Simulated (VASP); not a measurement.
**Ag: electric field gradients with LDA**

Crystal: Ag.

```
Ag
1.0
     2.96856    0.00000    0.00000
    -1.48428    2.57084    0.00000
     0.00000    0.00000    4.85303
Ag
2
Direct
  0.33333 0.66667 0.25000
  0.66667 0.33333 0.75000
```

This cell differs from its parent crystal: volume scaled by 1.04.

| Quantity | Value |
| --- | --- |
| Program | VASP 6.6.1 |
| Task | electric field gradients |
| Functional | LDA |
| Potentials or basis | VASP PAW LDA potentials, release 64 (Ag) |
| Cutoff | 520 eV |
| k mesh | 14 × 14 × 8 |
| Occupations | fermi-dirac, width 0.05 eV |
| Spin | no spin polarisation |
| Dipole correction | no |
| Further INCAR settings | ALGO = Normal; EDIFF = 1e-08; NBANDS = 18 |

- Pressure: -12.9 GPa
- Band gap on the k mesh: zero (band 11 reaches 10.51 eV, above the bottom of band 12 at 3.76 eV)

Stress tensor (GPa, compression positive):
```
-12.83   0.00   0.00
  0.00 -12.83   0.00
  0.00   0.00 -13.16
```

Levels at points of the mesh, in eV from the Fermi level:
| k point | band 8 | band 9 | band 10 | band 11 | band 12 | band 13 | band 14 | band 15 |
| --- | --- | --- | --- | --- | --- | --- | --- | --- |
| (0.00, 0.00, 0.00) | -3.86 | -3.86 | -2.97 | -2.97 | -0.19 | 3.14 | 15.48 | 17.22 |
| (0.50, 0.00, 0.00) | -2.85 | -2.81 | -2.73 | 0.16 | 1.37 | 6.46 | 6.78 | 8.60 |
| (0.00, 0.00, 0.50) | -4.21 | -3.25 | -3.25 | -3.25 | -3.25 | 10.51 | 10.51 | 15.78 |
| (0.50, 0.00, 0.50) | -3.00 | -2.78 | -2.78 | 0.85 | 0.85 | 4.12 | 4.12 | 12.90 |

Electric field gradients, principal values (V/Å²):
| atom | least | middle | greatest (by size) |
| --- | --- | --- | --- |
| 1 Ag | -1.764 | -1.766 | 3.530 |
| 2 Ag | -1.764 | -1.766 | 3.530 |

Run time: 36 s on 1 thread of AMD EPYC 9R45 96-Core Processor (Zen 5) (shared host), peak memory 0.15 GiB.

Caveat: without QUAD_EFG the Cq values of the log hold for a quadrupole moment of 1 mb, not for the nuclei.
